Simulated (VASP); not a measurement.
Crystal: BiAsS.

```
Bi As S
1.0
     4.70081    0.00000    0.00000
    -2.35041    4.07102    0.00000
     0.00000    0.00000    9.28839
Bi As S
2 2 2
Direct
  0.00000 0.00000 0.50000
  0.00000 0.00000 0.00000
  0.33333 0.66667 0.25000
  0.66667 0.33333 0.75000
  0.66667 0.33333 0.25000
  0.33333 0.66667 0.75000
```

The cell was generated, and may not be a known phase.

```yaml
Program: VASP 6.6.1
Task: relaxation of cell and atoms
Functional: PBE
Potentials_or_basis: VASP PAW PBE potentials, release 64 (Bi_d, As, S)
Cutoff: 600 eV
k_mesh: 6 × 6 × 2
Occupations: gaussian, width 0.1 eV
Spin: no spin polarisation
```

At the start: pressure -7.3 GPa; volume 29.63 Å³/atom.

How do energy, volume and symmetry change on relaxing?

Over 10 steps the energy falls by 219.8 meV/atom and the volume is 23.13 Å³/atom (-21.9 %); space group P6_3/mmc (No. 194, to 0.1 Å) before and after.

The path:
```tsv
step	energy change (eV)	largest force (eV/Å)	pressure (GPa)	volume (Å³)
1	0.0000	0.0000	-7.30	177.75
2	-0.9358	0.0000	0.15	145.21
3	-0.9367	0.0000	0.41	144.50
4	-1.1240	0.0000	0.52	142.33
5	-1.2755	0.0000	1.68	134.37
6	-1.3031	0.0000	1.17	137.25
7	-1.3076	0.0000	1.26	136.52
8	-1.3074	0.0000	1.30	136.13
9	-1.3077	0.0000	-1.17	141.47
10	-1.3187	0.0000	0.03	138.81
```

Final structure:
```cif
data_structure
_symmetry_space_group_name_H-M 'P 1'
_symmetry_Int_Tables_number 1
_cell_length_a 4.6392
_cell_length_b 4.6392
_cell_length_c 7.4472
_cell_angle_alpha 90.000
_cell_angle_beta 90.000
_cell_angle_gamma 120.000
_cell_volume 138.81
loop_
_atom_site_label
_atom_site_type_symbol
_atom_site_fract_x
_atom_site_fract_y
_atom_site_fract_z
_atom_site_occupancy
Bi1 Bi 0.00000 0.00000 0.50000 1
Bi2 Bi 0.00000 0.00000 0.00000 1
As1 As 0.33333 0.66667 0.25000 1
As2 As 0.66667 0.33333 0.75000 1
S1 S 0.66667 0.33333 0.25000 1
S2 S 0.33333 0.66667 0.75000 1
```

Caveat: the volume moved by over 15 % at a fixed basis, so the end points are rough.
